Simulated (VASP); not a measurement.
# Sm2B2Rh (P-3m1) in VASP: a series of runs

Sm2B2Rh is run at these levels: PBE; tasks: single point.

All numbers are computed with VASP 6.6.1; they aren't measurements. Logs are shortened: lines on timing, memory, paths and dates and some standing lists are left out, and cuts for length are marked.

### Step 1. The cell of the first run

Symmetry: P-3m1, No. 164, trigonal system. Conventional cell: a = 4.435 Å, b = 4.435 Å, c = 4.797 Å, α = 90.00°, β = 90.00°, γ = 120.00°. Within 2.2 Å of Sm (site symmetry 3m) lie 1 B at 1.65 Å. Within 2.2 Å of B (site symmetry 3m) lie 1 Sm at 1.65 Å. Within 3.7 Å of Rh (site symmetry -3m) lie 6 B at 2.63 Å and 12 Sm at 3.41 to 3.62 Å.

The cell was built from a structure type or drawn by symmetry, and may not be a known phase.

### Step 2. Single point, PBE

INCAR

```
PREC = Accurate
ENCUT = 500
EDIFF = 1E-6
ISMEAR = 0
SIGMA = 0.1
LREAL = False
LASPH = True
NELM = 200
ALGO = Normal
ISIF = 2
LWAVE = False
LCHARG = False
GGA = PE
NBANDS = 30
GGA_COMPAT = False
LMAXMIX = 6
```

KPOINTS

```
regular mesh
0
Gamma
  6 6 4
```

POSCAR

```
Sm2B2Rh
1.0
    4.4345566000      0.0000000000      0.0000000000
   -2.2172783000      3.8404386700      0.0000000000
    0.0000000000      0.0000000000      4.7973636700
Sm B Rh
2 2 1
Direct
    0.3333333300      0.6666666700      0.4679999900
    0.6666666700      0.3333333300      0.5320000100
    0.3333333300      0.6666666700      0.1232000000
    0.6666666700      0.3333333300      0.8768000000
    0.0000000000      0.0000000000      0.0000000000
```

Potentials or basis: VASP PAW PBE potentials, release 64 (Sm_3, B, Rh_pv), 4f in core.

Started as:

```
$ cat potpaw_PBE.64/Sm_3/POTCAR potpaw_PBE.64/B/POTCAR potpaw_PBE.64/Rh_pv/POTCAR > POTCAR
$ mpirun -np 1 vasp_std > vasp.out
```

OUTCAR:

```text
PREC = Accurate
   ENCUT = 500
   EDIFF = 1E-6
   ISMEAR = 0
   LREAL = False
   LASPH = True
   NELM = 200
   ISIF = 2
   GGA = PE

 ion  position               nearest neighbor table
   1  0.333  0.667  0.468-   3 1.65   2 2.58   2 2.58   2 2.58   5 3.41   5 3.41   5 3.41
   2  0.667  0.333  0.532-   4 1.65   1 2.58   1 2.58   1 2.58   5 3.41   5 3.41   5 3.41
   3  0.333  0.667  0.123-   1 1.65   5 2.63   5 2.63   5 2.63
   4  0.667  0.333  0.877-   2 1.65   5 2.63   5 2.63   5 2.63
   5  0.000  0.000  0.000-   3 2.63   4 2.63   3 2.63   4 2.63   4 2.63   3 2.63   1 3.41   2 3.41
                             1 3.41   2 3.41   1 3.41   2 3.41

  LATTYP: Found a hexagonal cell.
 ALAT       =     4.4345566000
 C/A-ratio  =     1.0818136068

  Lattice vectors:

 A1 = (   4.4345566000,   0.0000000000,   0.0000000000)
 A2 = (  -2.2172783000,   3.8404386700,   0.0000000000)
 A3 = (   0.0000000000,   0.0000000000,   4.7973636700)

Analysis of symmetry for initial positions (statically):
=====================================================================
 Subroutine PRICEL returns:
 Original cell was already a primitive cell.

 Routine SETGRP: Setting up the symmetry group for a
 hexagonal supercell.

 Subroutine GETGRP returns: Found 12 space group operations
 (whereof 12 operations were pure point group operations)
 out of a pool of 24 trial point group operations.

The static configuration has the point symmetry D_3d.

Analysis of symmetry for dynamics (positions and initial velocities):
=====================================================================
 Subroutine PRICEL returns:
 Original cell was already a primitive cell.

 Routine SETGRP: Setting up the symmetry group for a
 hexagonal supercell.

 Subroutine GETGRP returns: Found 12 space group operations
 (whereof 12 operations were pure point group operations)
 out of a pool of 24 trial point group operations.

The dynamic configuration has the point symmetry D_3d.

 Subroutine INISYM returns: Found 12 space group operations
 (whereof 12 operations are pure point group operations),
 and found     1 'primitive' translations

----------------------------------------------------------------------------------------

                                     Primitive cell

  volume of cell :      81.7022

  direct lattice vectors                    reciprocal lattice vectors
     4.434556600  0.000000000  0.000000000     0.225501688  0.130193460  0.000000000
    -2.217278300  3.840438670  0.000000000     0.000000000  0.260386921  0.000000000
     0.000000000  0.000000000  4.797363670     0.000000000  0.000000000  0.208447820

  length of vectors
     4.434556600  4.434556600  4.797363670     0.260386921  0.260386921  0.208447820

  position of ions in fractional coordinates (direct lattice)
     0.333333330  0.666666670  0.467999990
     0.666666670  0.333333330  0.532000010
     0.333333330  0.666666670  0.123200000
     0.666666670  0.333333330  0.876800000
     0.000000000  0.000000000  0.000000000

  ion indices of the primitive-cell ions
   primitive index   ion index
                 1           1
                 2           2
                 3           3
                 4           4
                 5           5

----------------------------------------------------------------------------------------

 KPOINTS: regular mesh

Automatic generation of k-mesh.
 Grid dimensions read from file:
 generate k-points for:    6    6    4

 Generating k-lattice:

  Cartesian coordinates                     Fractional coordinates (reciprocal lattice)
     0.037583615  0.021698910  0.000000000     0.166666667  0.000000000  0.000000000
     0.000000000  0.043397820  0.000000000     0.000000000  0.166666667  0.000000000
     0.000000000  0.000000000  0.052111955     0.000000000  0.000000000  0.250000000

  Length of vectors
     0.043397820  0.043397820  0.052111955

  Shift w.r.t. Gamma in fractional coordinates (k-lattice)
     0.000000000  0.000000000  0.000000000

 Subroutine IBZKPT returns following result:
 ===========================================

 Found     24 irreducible k-points:

 Following reciprocal coordinates:
            Coordinates               Weight
  0.000000  0.000000  0.000000      1.000000
  0.166667 -0.000000  0.000000      6.000000
  0.333333 -0.000000  0.000000      6.000000
  0.500000 -0.000000  0.000000      3.000000
  0.166667  0.166667  0.000000      6.000000
  0.333333  0.166667  0.000000     12.000000
[... 16 lines left out ...]
  0.333333  0.166667  0.500000     12.000000
  0.333333  0.333333  0.500000      2.000000
   k-points           NKPTS =     24   k-points in BZ     NKDIM =     24   number of bands    NBANDS=     30
   number of dos      NEDOS =    301   number of ions     NIONS =      5
   total plane-waves  NPLWV =  36864
   dimension x,y,z NGX =    32 NGY =   32 NGZ =   36
   dimension x,y,z NGXF=    64 NGYF=   64 NGZF=   72
   ions per type =               2   2   1
   NGX,Y,Z   is equivalent  to a cutoff of  12.00, 12.00, 12.48 a.u.
   NGXF,Y,Z  is equivalent  to a cutoff of  23.99, 23.99, 24.95 a.u.
 SYSTEM =  unknown system
   PREC   = accura    normal or accurate (medium, high low for compatibility)
   ISTART =      0    job   : 0-new  1-cont  2-samecut
   ICHARG =      2    charge: 1-file 2-atom 10-const
   ISPIN  =      1    spin polarized calculation?
   LNONCOLLINEAR =      F non collinear calculations
   LSORBIT =      F    spin-orbit coupling
   LASPH  =      T    aspherical Exc in radial PAW
   ENCUT  =  500.0 eV  36.75 Ry    6.06 a.u.   8.09  8.09  8.75*2*pi/ulx,y,z
   NELM   =    200;   NELMIN=  2; NELMDL= -5     # of ELM steps
   EDIFF  = 0.1E-05   stopping-criterion for ELM
   LREAL  =      F    real-space projection
   EDIFFG = 0.1E-04   stopping-criterion for IOM
   NSW    =      0    number of steps for IOM
   IBRION =     -1    ionic relax: 0-MD 1-quasi-New 2-CG
   NFREE  =      0    steps in history (QN), initial steepest desc. (CG)
   ISIF   =      2    stress and relaxation
   ISYM   =      2    0-nonsym 1-usesym 2-fastsym
   POTIM  = 0.5000    time-step for ionic-motion
   TEBEG  =    0.0;   TEEND  =   0.0 temperature during run
   PSTRESS=    0.0 pullay stress
   NELECT =      43.0000    total number of electrons
   NUPDOWN=      -1.0000    fix difference up-down
   EMIN   =  10.00;   EMAX   =-10.00  energy-range for DOS
   EFERMI =   0.00;   METHOD = LEGACY
   ISMEAR =     0;   SIGMA  =   0.10  broadening in eV -4-tet -1-fermi 0-gaus
   EFERMI_NEDOS =   21; number of points for ismear=-14 and -15
   IALGO  =     38    algorithm
   IMIX   =      4    mixing-type and parameters
     AMIX     =   0.40;   BMIX     =  1.00
     AMIX_MAG =   1.60;   BMIX_MAG =  1.00
  volume/ion in A,a.u.               =      16.34       110.27
  Fermi-wavevector in a.u.,A,eV,Ry     =   1.321761  2.497767 23.770105  1.747053
  Thomas-Fermi vector in A             =   2.451492
   LORBIT       =      0    0 simple, 1 ext, 2 COOP (PROOUT), +10 PAW based schemes
   GGA     = PE    functional components
   LHFCALC =     F    Hartree Fock is set to
   AEXX    =    0.0000 exact exchange contribution
   IVDW    =     0    specifies the selected vdW correction
   LEPSILON=     F    determine dielectric tensor
   LRPA    =     F    only Hartree local field effects (RPA)
 non-spin polarized calculation
 Gauss-broadening in eV      SIGMA  =   0.10
  energy-cutoff  :      500.00
  volume of cell :       81.70
 maximum number of plane-waves:      2088
   NGX = 17   NGY = 17   NGZ = 17

 number of electron      42.9999995 magnetization

 Free energy of the ion-electron system (eV)
  ---------------------------------------------------
  ext. energy  EPLUGINS =         0.00000000
  ---------------------------------------------------
  free energy    TOTEN  =       -12.25524023 eV

  energy without entropy =      -12.23117285  energy(sigma->0) =      -12.24320654

 E-fermi :   5.1472     XC(G=0): -11.4013

 val. band max:        5.1360136029   @ k =   0.3333   0.1667   0.0000
 cond. band min:       5.1897385907   @ k =   0.3333  -0.0000   0.2500
 fundamental gap:      0.0537249879
 Fermi energy:         5.1472223591

 k-point     1 :       0.0000    0.0000    0.0000
  band No.  band energies     occupation
      1     -40.9727      2.00000
      2     -40.9727      2.00000
      3     -40.7276      2.00000
      4     -36.6197      2.00000
      5     -35.1119      2.00000
      6     -17.2008      2.00000
[... 22 lines left out ...]
     29       9.0719      0.00000
     30       9.1754      0.00000

 k-point     2 :       0.1667   -0.0000    0.0000
  band No.  band energies     occupation
      1     -40.9730      2.00000
      2     -40.9728      2.00000
      3     -40.7275      2.00000
      4     -36.5400      2.00000
      5     -35.2124      2.00000
      6     -17.2959      2.00000
[... 22 lines left out ...]
     29       9.2149      0.00000
     30       9.8255      0.00000

 k-point     3 :       0.3333   -0.0000    0.0000
  band No.  band energies     occupation
      1     -40.9738      2.00000
      2     -40.9730      2.00000
      3     -40.7274      2.00000
      4     -36.3298      2.00000
      5     -35.4638      2.00000
      6     -17.4451      2.00000
[... 22 lines left out ...]
     29       9.9857      0.00000
     30      10.8693      0.00000

 k-point     4 :       0.5000   -0.0000    0.0000
  band No.  band energies     occupation
      1     -40.9741      2.00000
      2     -40.9730      2.00000
      3     -40.7274      2.00000
      4     -36.1563      2.00000
      5     -35.6578      2.00000
      6     -17.5168      2.00000
[... 22 lines left out ...]
     29      10.9897      0.00000
     30      11.2366      0.00000

 k-point     5 :       0.1667    0.1667    0.0000
  band No.  band energies     occupation
      1     -40.9735      2.00000
      2     -40.9730      2.00000
      3     -40.7274      2.00000
      4     -36.3922      2.00000
      5     -35.3912      2.00000
      6     -17.4476      2.00000
[... 22 lines left out ...]
     29       9.4242      0.00000
     30      11.3029      0.00000
[... 526 lines left out ...]
     29      10.1656      0.00000
     30      10.2377      0.00000

 k-point    22 :       0.1667    0.1667    0.5000
  band No.  band energies     occupation
      1     -40.9734      2.00000
      2     -40.9729      2.00000
      3     -40.7278      2.00000
      4     -36.3918      2.00000
      5     -35.3914      2.00000
      6     -17.4404      2.00000
[... 22 lines left out ...]
     29      10.1693      0.00000
     30      11.5220      0.00000

 k-point    23 :       0.3333    0.1667    0.5000
  band No.  band energies     occupation
      1     -40.9738      2.00000
      2     -40.9732      2.00000
      3     -40.7276      2.00000
      4     -36.1565      2.00000
      5     -35.6575      2.00000
      6     -17.5972      2.00000
[... 22 lines left out ...]
     29       9.5498      0.00000
     30      11.1278      0.00000

 k-point    24 :       0.3333    0.3333    0.5000
  band No.  band energies     occupation
      1     -40.9736      2.00000
      2     -40.9736      2.00000
      3     -40.7276      2.00000
      4     -35.9121      2.00000
      5     -35.9121      2.00000
      6     -17.6973      2.00000
[... 22 lines left out ...]
     29      10.0764      0.00000
     30      10.9635      0.00000

------------------------ aborting loop because EDIFF is reached ----------------------------------------

  FORCE on cell =-STRESS in cart. coord.  units (eV):
  Direction    XX          YY          ZZ          XY          YZ          ZX
  --------------------------------------------------------------------------------------
  -------------------------------------------------------------------------------------
  Total       -0.2963334     -0.2963334     59.4124503      0.0000000     -0.0000000      0.0000000
  in kB       -5.8110881     -5.8110881   1165.0763014      0.0000000     -0.0000000      0.0000000
  external PRESSURE =     384.4847084 kB  Pullay stress =       0.0000000 kB

 VOLUME and BASIS-vectors are now :
 -----------------------------------------------------------------------------
  energy-cutoff  :      500.00
  volume of cell :       81.70
      direct lattice vectors                 reciprocal lattice vectors
     4.434556600  0.000000000  0.000000000     0.225501688  0.130193460  0.000000000
    -2.217278300  3.840438670  0.000000000     0.000000000  0.260386921  0.000000000
     0.000000000  0.000000000  4.797363670     0.000000000  0.000000000  0.208447820

 POSITION                                       TOTAL-FORCE (eV/Angst)
 -----------------------------------------------------------------------------------
     -0.00000      2.56029      2.24517        -0.000000      0.000000     18.381143
      2.21728      1.28015      2.55220        -0.000000     -0.000000    -18.381143
     -0.00000      2.56029      0.59104         0.000000      0.000000    -19.809901
      2.21728      1.28015      4.20633         0.000000      0.000000     19.809901
      0.00000      0.00000      0.00000         0.000000      0.000000      0.000000
 -----------------------------------------------------------------------------------
    total drift:                               -0.000000      0.000000      0.000000

  FREE ENERGIE OF THE ION-ELECTRON SYSTEM (eV)
  ---------------------------------------------------
  free  energy   TOTEN  =       -12.2552402313 eV

  energy  without entropy=      -12.2311728549  energy(sigma->0) =      -12.24320654
```

Run time: 28 s. Hardware: 1 thread of AMD EPYC 9R45 (Zen 5), shared host; peak memory 0.19 GiB.

What came out:

```yaml
Free_energy: -12.2552 eV
Pressure: 38.4 GPa
Largest_force: 19.810 eV/Å
Band_gap_on_the_k_mesh: zero (an odd number of electrons rules out a gap without spin polarisation)
```

Forces on the atoms (eV/Å):
```
Sm    0.000   0.000  18.381
Sm    0.000   0.000 -18.381
B     0.000   0.000 -19.810
B     0.000   0.000  19.810
Rh    0.000   0.000   0.000
```

Stress tensor (GPa, compression positive):
```
 -0.58   0.00   0.00
  0.00  -0.58   0.00
  0.00   0.00 116.51
```

Levels at points of the mesh, in eV from the Fermi level:
```csv
k point,band 17,band 18,band 19,band 20,band 21,band 22,band 23,band 24,band 25,band 26
"(0.00, 0.00, 0.00)",-1.82,-1.82,-1.77,-1.77,-0.18,1.36,1.36,1.61,1.61,2.58
"(0.50, 0.00, 0.00)",-2.01,-1.88,-1.73,-1.66,0.11,0.21,0.21,0.57,1.30,1.84
"(0.00, 0.00, 0.50)",-1.85,-1.60,-1.28,-0.66,-0.66,-0.02,-0.02,0.40,0.43,3.23
"(0.50, 0.00, 0.50)",-2.24,-2.03,-1.69,-1.52,-1.19,-0.32,0.60,1.75,1.80,2.21
```

Caveat: the cell stands under pressure; spin-orbit coupling is left out, which moves the levels of the heavy elements; the 4f electrons are frozen in the core, so they carry no moment and show no levels; forces of over 1 eV/Å act on the atoms, so gaps and moduli don't describe the material at rest. Spin polarisation is off, so any magnetic state and its effect on volume and gap are missing.

(Continued in part 2 of 2.)
